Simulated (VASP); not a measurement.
# Hf (Im-3m) in VASP: single point with PBE

Aim: the single point of Hf with PBE.

Everything below comes from runs of VASP 6.6.1. Logs are shortened: lines on timing, memory, paths and dates and some standing lists are left out, and cuts for length are marked.

### 1 The cell of the first run

The structure is cubic, space group Im-3m (No. 229). The conventional cell has a = 3.542 Å, b = 3.542 Å, c = 3.542 Å, α = 90.00°, β = 90.00°, γ = 90.00°. Within 4.0 Å of Hf (site symmetry m-3m) lie 14 Hf at 3.07 to 3.54 Å.

This isn't the form of Hf at room conditions, which is hcp.

### 2 Single point, PBE, non-collinear spin, zero start, spin-orbit coupling

Contents of INCAR:

```
PREC = Accurate
ENCUT = 520
EDIFF = 1E-7
ISMEAR = -1
SIGMA = 0.05
LREAL = False
LASPH = True
NELM = 150
ALGO = Normal
ISIF = 2
LWAVE = False
LCHARG = False
MAGMOM = 0 0 0
LORBIT = 11
LSORBIT = True
GGA_COMPAT = False
LORBMOM = True
LMAXMIX = 4
GGA = PE
NBANDS = 21
```

Contents of KPOINTS:

```
regular mesh
0
Gamma
  16 16 16
```

Contents of POSCAR:

```
Hf
1.0
   -1.7711162227      1.7711162227      1.7711162227
    1.7711162227     -1.7711162227      1.7711162227
    1.7711162227      1.7711162227     -1.7711162227
Hf
1
Direct
    0.0000000000      0.0000000000      0.0000000000
```

Potentials or basis: VASP PAW PBE potentials, release 64 (Hf_pv).

Started as:

```sh
cat potpaw_PBE.64/Hf_pv/POTCAR > POTCAR
mpirun -np 1 vasp_ncl > vasp.out
```

OUTCAR:

```text
PREC = Accurate
   ENCUT = 520
   EDIFF = 1E-7
   ISMEAR = -1
   LREAL = False
   LASPH = True
   NELM = 150
   ISIF = 2
   LORBIT = 11
   LSORBIT = True
   GGA = PE

 ion  position               nearest neighbor table
   1  0.000  0.000  0.000-

  LATTYP: Found a body centered cubic cell.
 ALAT       =     3.5422324454

  Lattice vectors:

 A1 = (  -1.7711162227,   1.7711162227,   1.7711162227)
 A2 = (   1.7711162227,  -1.7711162227,   1.7711162227)
 A3 = (   1.7711162227,   1.7711162227,  -1.7711162227)

Analysis of symmetry for initial positions (statically):
=====================================================================
 Subroutine PRICEL returns:
 Original cell was already a primitive cell.

 Routine SETGRP: Setting up the symmetry group for a
 body centered cubic supercell.

 Subroutine GETGRP returns: Found 48 space group operations
 (whereof 48 operations were pure point group operations)
 out of a pool of 48 trial point group operations.

The static configuration has the point symmetry O_h .

Analysis of symmetry for dynamics (positions and initial velocities):
=====================================================================
 Subroutine PRICEL returns:
 Original cell was already a primitive cell.

 Routine SETGRP: Setting up the symmetry group for a
 body centered cubic supercell.

 Subroutine GETGRP returns: Found 48 space group operations
 (whereof 48 operations were pure point group operations)
 out of a pool of 48 trial point group operations.

The dynamic configuration has the point symmetry O_h .

Analysis of structural, dynamic, and magnetic symmetry:
=====================================================================
 Subroutine PRICEL returns:
 Original cell was already a primitive cell.

 Routine SETGRP: Setting up the symmetry group for a
 body centered cubic supercell.

 Subroutine GETGRP returns: Found 48 space group operations
 (whereof 48 operations were pure point group operations)
 out of a pool of 48 trial point group operations.

The overall configuration has the point symmetry O_h .

 Subroutine INISYM returns: Found 48 space group operations
 (whereof 48 operations are pure point group operations),
 and found     1 'primitive' translations

----------------------------------------------------------------------------------------

                                     Primitive cell

  volume of cell :      22.2229

  direct lattice vectors                    reciprocal lattice vectors
    -1.771116223  1.771116223  1.771116223     0.000000000  0.282307843  0.282307843
     1.771116223 -1.771116223  1.771116223     0.282307843  0.000000000  0.282307843
     1.771116223  1.771116223 -1.771116223     0.282307843  0.282307843  0.000000000

  length of vectors
     3.067663284  3.067663284  3.067663284     0.399243580  0.399243580  0.399243580

  position of ions in fractional coordinates (direct lattice)
     0.000000000  0.000000000  0.000000000

  ion indices of the primitive-cell ions
   primitive index   ion index
                 1           1

----------------------------------------------------------------------------------------

 KPOINTS: regular mesh

Automatic generation of k-mesh.
 Grid dimensions read from file:
 generate k-points for:   16   16   16

 Generating k-lattice:

  Cartesian coordinates                     Fractional coordinates (reciprocal lattice)
     0.000000000  0.017644240  0.017644240     0.062500000  0.000000000  0.000000000
     0.017644240  0.000000000  0.017644240     0.000000000  0.062500000  0.000000000
     0.017644240  0.017644240  0.000000000     0.000000000  0.000000000  0.062500000

  Length of vectors
     0.024952724  0.024952724  0.024952724

  Shift w.r.t. Gamma in fractional coordinates (k-lattice)
     0.000000000  0.000000000  0.000000000

 Subroutine IBZKPT returns following result:
 ===========================================

 Found    145 irreducible k-points:

 Following reciprocal coordinates:
            Coordinates               Weight
  0.000000  0.000000  0.000000      1.000000
  0.062500  0.000000  0.000000     12.000000
  0.125000  0.000000  0.000000     12.000000
  0.187500  0.000000  0.000000     12.000000
  0.250000  0.000000  0.000000     12.000000
  0.312500  0.000000  0.000000     12.000000
[... 16 lines left out ...]
  0.187500  0.187500  0.000000     24.000000
  0.250000  0.187500 -0.000000     48.000000
 [... further k-points ...]
   k-points           NKPTS =    145   k-points in BZ     NKDIM =    145   number of bands    NBANDS=     21
   number of dos      NEDOS =    301   number of ions     NIONS =      1
   total plane-waves  NPLWV =  13824
   dimension x,y,z NGX =    24 NGY =   24 NGZ =   24
   dimension x,y,z NGXF=    48 NGYF=   48 NGZF=   48
   ions per type =               1
   NGX,Y,Z   is equivalent  to a cutoff of  13.01, 13.01, 13.01 a.u.
   NGXF,Y,Z  is equivalent  to a cutoff of  26.01, 26.01, 26.01 a.u.
 SYSTEM =  unknown system
   PREC   = accura    normal or accurate (medium, high low for compatibility)
   ISTART =      0    job   : 0-new  1-cont  2-samecut
   ICHARG =      2    charge: 1-file 2-atom 10-const
   ISPIN  =      1    spin polarized calculation?
   LNONCOLLINEAR =      T non collinear calculations
   LSORBIT =      T    spin-orbit coupling
   LASPH  =      T    aspherical Exc in radial PAW
   ENCUT  =  520.0 eV  38.22 Ry    6.18 a.u.   5.70  5.70  5.70*2*pi/ulx,y,z
   NELM   =    150;   NELMIN=  2; NELMDL= -5     # of ELM steps
   EDIFF  = 0.1E-06   stopping-criterion for ELM
   LREAL  =      F    real-space projection
   EDIFFG = 0.1E-05   stopping-criterion for IOM
   NSW    =      0    number of steps for IOM
   IBRION =     -1    ionic relax: 0-MD 1-quasi-New 2-CG
   NFREE  =      0    steps in history (QN), initial steepest desc. (CG)
   ISIF   =      2    stress and relaxation
   ISYM   =      2    0-nonsym 1-usesym 2-fastsym
   POTIM  = 0.5000    time-step for ionic-motion
   TEBEG  =    0.0;   TEEND  =   0.0 temperature during run
   PSTRESS=    0.0 pullay stress
   NELECT =      10.0000    total number of electrons
   NUPDOWN=      -1.0000    fix difference up-down
   EMIN   =  10.00;   EMAX   =-10.00  energy-range for DOS
   EFERMI =   0.00;   METHOD = LEGACY
   ISMEAR =    -1;   SIGMA  =   0.05  broadening in eV -4-tet -1-fermi 0-gaus
   EFERMI_NEDOS =   21; number of points for ismear=-14 and -15
   IALGO  =     38    algorithm
   IMIX   =      4    mixing-type and parameters
     AMIX     =   0.40;   BMIX     =  1.00
     AMIX_MAG =   1.60;   BMIX_MAG =  1.00
  volume/ion in A,a.u.               =      22.22       149.97
  Fermi-wavevector in a.u.,A,eV,Ry     =   1.254511  2.370682 21.412816  1.573798
  Thomas-Fermi vector in A             =   2.388312
   LORBIT       =     11    0 simple, 1 ext, 2 COOP (PROOUT), +10 PAW based schemes
   GGA     = PE    functional components
   LHFCALC =     F    Hartree Fock is set to
   AEXX    =    0.0000 exact exchange contribution
   IVDW    =     0    specifies the selected vdW correction
   LEPSILON=     F    determine dielectric tensor
   LRPA    =     F    only Hartree local field effects (RPA)
  energy-cutoff  :      520.00
  volume of cell :       22.22
 maximum number of plane-waves:      1232
   NGX = 11   NGY = 11   NGZ = 11

 number of electron      10.0000001 magnetization       0.0000000      0.0000000      0.0000000

 number of electron      10.0000001 magnetization      -0.0000000      0.0000000      0.0000000

 number of electron      10.0000001 magnetization       0.0000000     -0.0000000     -0.0000000

 Free energy of the ion-electron system (eV)
  ---------------------------------------------------
  ext. energy  EPLUGINS =         0.00000000
  ---------------------------------------------------
  free energy    TOTEN  =       -10.44034456 eV

  energy without entropy =      -10.42610048  energy(sigma->0) =      -10.43322252

 E-fermi :   4.6172     XC(G=0): -11.3148

 val. band max:        4.6111731232   @ k =   0.3125   0.0000   0.0000
 cond. band min:       4.6320653588   @ k =   0.3125   0.1875   0.0625
 fundamental gap:      0.0208922355
 Fermi energy:         4.6171716376

 k-point     1 :       0.0000    0.0000    0.0000
  band No.  band energies     occupation
      1     -30.0688      1.00000
      2     -30.0688      1.00000
      3     -22.9306      1.00000
      4     -22.9306      1.00000
      5     -22.9306      1.00000
      6     -22.9306      1.00000
[... 13 lines left out ...]
     20      17.9414      0.00000
     21      17.9414      0.00000

 k-point     2 :       0.0625    0.0000    0.0000
  band No.  band energies     occupation
      1     -30.0784      1.00000
      2     -30.0784      1.00000
      3     -22.9619      1.00000
      4     -22.9619      1.00000
      5     -22.9367      1.00000
      6     -22.9367      1.00000
[... 13 lines left out ...]
     20      17.9645      0.00000
     21      18.0823      0.00000

 k-point     3 :       0.1250    0.0000    0.0000
  band No.  band energies     occupation
      1     -30.1057      1.00000
      2     -30.1057      1.00000
      3     -23.0494      1.00000
      4     -23.0494      1.00000
      5     -22.9537      1.00000
      6     -22.9537      1.00000
[... 13 lines left out ...]
     20      17.8669      0.00000
     21      18.4127      0.00000
[... 457 lines left out ...]
 k-point    23 :       0.1875    0.1875    0.0000
  band No.  band energies     occupation
      1     -30.2543      1.00000
      2     -30.2543      1.00000
      3     -23.4584      1.00000
      4     -23.4584      1.00000
      5     -23.0840      1.00000
      6     -23.0840      1.00000
[... 13 lines left out ...]
     20      16.8794      0.00000
     21      17.8806      0.00000

 k-point    24 :       0.2500    0.1875   -0.0000
  band No.  band energies     occupation
      1     -30.2916      1.00000
      2     -30.2916      1.00000
      3     -23.5469      1.00000
      4     -23.5469      1.00000
      5     -23.1275      1.00000
      6     -23.1275      1.00000
[... 13 lines left out ...]
     20      15.6598      0.00000
     21      17.8726      0.00000

 [... further k-points ...]

------------------------ aborting loop because EDIFF is reached ----------------------------------------

  FORCE on cell =-STRESS in cart. coord.  units (eV):
  Direction    XX          YY          ZZ          XY          YZ          ZX
  --------------------------------------------------------------------------------------
  -------------------------------------------------------------------------------------
  Total       -0.0701804     -0.0701804     -0.0701804      0.0000000      0.0000000      0.0000000
  in kB       -5.0597042     -5.0597042     -5.0597042      0.0000000      0.0000000      0.0000000
  external PRESSURE =      -5.0597042 kB  Pullay stress =       0.0000000 kB

 VOLUME and BASIS-vectors are now :
 -----------------------------------------------------------------------------
  energy-cutoff  :      520.00
  volume of cell :       22.22
      direct lattice vectors                 reciprocal lattice vectors
    -1.771116223  1.771116223  1.771116223     0.000000000  0.282307843  0.282307843
     1.771116223 -1.771116223  1.771116223     0.282307843  0.000000000  0.282307843
     1.771116223  1.771116223 -1.771116223     0.282307843  0.282307843  0.000000000

 POSITION                                       TOTAL-FORCE (eV/Angst)
 -----------------------------------------------------------------------------------
      0.00000      0.00000      0.00000        -0.000000      0.000000      0.000000
 -----------------------------------------------------------------------------------
    total drift:                               -0.000000      0.000000      0.000000

  FREE ENERGIE OF THE ION-ELECTRON SYSTEM (eV)
  ---------------------------------------------------
  free  energy   TOTEN  =       -10.4403445609 eV

  energy  without entropy=      -10.4261004797  energy(sigma->0) =      -10.43322252

 orbital moment (x)

 # of ion     p       d       tot
 ----------------------------------------
  1         0.000   0.000   0.000
 ----------------------------------------
            0.000   0.000   0.000

 orbital moment (y)

 # of ion     p       d       tot
 ----------------------------------------
  1         0.000  -0.000  -0.000
 ----------------------------------------
            0.000  -0.000  -0.000

 orbital moment (z)

 # of ion     p       d       tot
 ----------------------------------------
  1         0.000   0.000   0.000
 ----------------------------------------
            0.000   0.000   0.000

 Spin-Orbit-Coupling matrix elements

 Ion:    1  E_soc:     -1.3649102
 l=   1
     0.0000000    -0.2189998    -0.2189998
    -0.2189998     0.0000000    -0.2189998
    -0.2189998    -0.2189998     0.0000000
 l=   2
     0.0000000    -0.0013823     0.0000000    -0.0013823    -0.0071029
    -0.0013823     0.0000000    -0.0053272    -0.0013823    -0.0017757
     0.0000000    -0.0053272     0.0000000    -0.0053272     0.0000000
    -0.0013823    -0.0013823    -0.0053272     0.0000000    -0.0017757
    -0.0071029    -0.0017757     0.0000000    -0.0017757     0.0000000
 l=   3
     0.0000000     0.0000000     0.0000000     0.0000000     0.0000000     0.0000000     0.0000000
     0.0000000     0.0000000     0.0000000     0.0000000     0.0000000     0.0000000     0.0000000
     0.0000000     0.0000000     0.0000000     0.0000000     0.0000000     0.0000000     0.0000000
     0.0000000     0.0000000     0.0000000     0.0000000     0.0000000     0.0000000     0.0000000
     0.0000000     0.0000000     0.0000000     0.0000000     0.0000000     0.0000000     0.0000000
     0.0000000     0.0000000     0.0000000     0.0000000     0.0000000     0.0000000     0.0000000
     0.0000000     0.0000000     0.0000000     0.0000000     0.0000000     0.0000000     0.0000000

 total charge

# of ion       s       p       d       tot
------------------------------------------
    1        0.384   6.413   1.605   8.402

 magnetization (x)

# of ion       s       p       d       tot
------------------------------------------
    1        0.000   0.000   0.000   0.000

 magnetization (y)

# of ion       s       p       d       tot
------------------------------------------
    1        0.000   0.000  -0.000  -0.000

 magnetization (z)

# of ion       s       p       d       tot
------------------------------------------
    1        0.000   0.000   0.000   0.000
```

Run time: 46 s. Hardware: 1 thread of Intel Xeon 6975P-C (Granite Rapids), shared host; peak memory 0.25 GiB.

Results:

```
Free energy                                           : -10.4403 eV
Pressure                                              : -0.5 GPa
Net moment                                            : 0.00 μB per cell
Valence electrons inside the program's atomic spheres : Hf 8.40
```

Moments on the atoms (μB; x, y, z):
```
Hf  0.00 0.00 0.00
```
